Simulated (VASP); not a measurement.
Write the native input for VASP 6.6.1 that does the following.

| Quantity | Value |
| --- | --- |
| Task | single point |
| Functional | LDA |
| Potentials or basis | VASP PAW LDA potentials, release 64 (Bi_d) |
| Cutoff | 520 eV |
| k mesh | 8 × 8 × 4 |
| Occupations | fermi-dirac, width 0.05 eV |
| Spin | no spin polarisation |
| Dipole correction | no |
| Further INCAR settings | ALGO = Fast; EDIFF = 1e-06; NBANDS = 22 |

The structure of Bi lies in POSCAR:

```
Bi
1.0
    3.2809913467      0.0000000000      0.0000000000
    0.0000000000      3.2640382254      0.0000000000
   -0.0815136175      0.0000000000      6.5286865229
Bi
2
Direct
    0.5442472500      0.0000000000      0.7495778900
    0.4557527500      0.0000000000      0.2504221100
```

The input as run:

INCAR

```
PREC = Accurate
ENCUT = 520
EDIFF = 1E-6
ISMEAR = -1
SIGMA = 0.05
LREAL = False
LASPH = True
NELM = 60
ALGO = Fast
ISIF = 2
LWAVE = False
LCHARG = False
NBANDS = 22
```

KPOINTS

```
Automatic mesh
0
Gamma
  8 8 4
```

Potentials or basis: VASP PAW LDA potentials, release 64 (Bi_d).

Run with:

```bash
$ cat potpaw_LDA.64/Bi_d/POTCAR > POTCAR
$ mpirun -np 1 vasp_std > vasp.out
```

Results of the run:

| Item | Value |
| --- | --- |
| Pressure | -3.4 GPa |
| Largest force | 0.028 eV/Å |
| Band gap on the k mesh | zero (bands 15 and 16 overlap by 6.02 eV) |

Caveat: the cell stands under tension; spin-orbit coupling is left out, which moves the levels of the heavy elements.

Wall time 2.7 min on 1 thread of Intel Xeon 8259CL, with other jobs on the host, peak memory 0.22 GiB.
